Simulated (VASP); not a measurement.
Runs of VASP 6.6.1 on CdSiN2. The structure is that of space group P-4m2 (No. 115), or close to it. The cells are those of the table. 

```csv
level,cell,k mesh,gap on the mesh (eV),pressure (GPa),largest force (eV/Å)
r2SCAN,"a = 3.026, b = 3.026, c = 10.105 Å, 8 atoms",8 × 8 × 2,none,13.9,0.68
r2SCAN,"a = 3.120, b = 3.120, c = 10.418 Å, 8 atoms",8 × 8 × 2,none,-4.1,0.23
PBE,"a = 3.113, b = 3.113, c = 10.416 Å, 8 atoms",6 × 6 × 2,none,0.8,0.19
r2SCAN,"a = 3.089, b = 3.089, c = 10.316 Å, 8 atoms",8 × 8 × 2,none,1.0,0.16
r2SCAN,"a = 3.089, b = 3.089, c = 10.316 Å, 8 atoms",8 × 8 × 4,none,1.1,0.16
PBE,"a = 3.089, b = 3.089, c = 10.316 Å, 8 atoms",8 × 8 × 4,none,5.3,0.38
PBE,"a = 3.050, b = 3.050, c = 10.203 Å, 8 atoms",6 × 6 × 2,none,12.2,0.66
r2SCAN,"a = 3.058, b = 3.058, c = 10.212 Å, 8 atoms",8 × 8 × 2,none,6.9,0.41
PBE,"a = 3.082, b = 3.082, c = 10.310 Å, 8 atoms",6 × 6 × 2,none,6.0,0.42
PBE,"a = 3.144, b = 3.144, c = 10.519 Å, 8 atoms",6 × 6 × 2,none,(a),0.19
PBE,"a = 3.175, b = 3.175, c = 10.620 Å, 8 atoms",6 × 6 × 2,none,(b),0.34
r2SCAN,"a = 3.150, b = 3.150, c = 10.518 Å, 8 atoms",8 × 8 × 2,none,-8.4,0.41
```

Alike in all rows: task single point; potentials or basis VASP PAW PBE potentials, release 64 (Cd, N, Si); no spin polarisation; cutoff (eV) 520; smearing fermi-dirac 0.02 eV.

Estimate the missing entries.

(a) -3.6; (b) -7.5.

Caveats: the PAW data sets were made with another functional, which shifts forces and pressure a little (at least some runs); the cell stands under pressure (at least some runs); the cell stands under tension (at least some runs).

A k mesh can miss the band edges, and the runs leave out spin-orbit coupling on Cd.

A gap of «none» marks levels without a gap at the run's occupations.
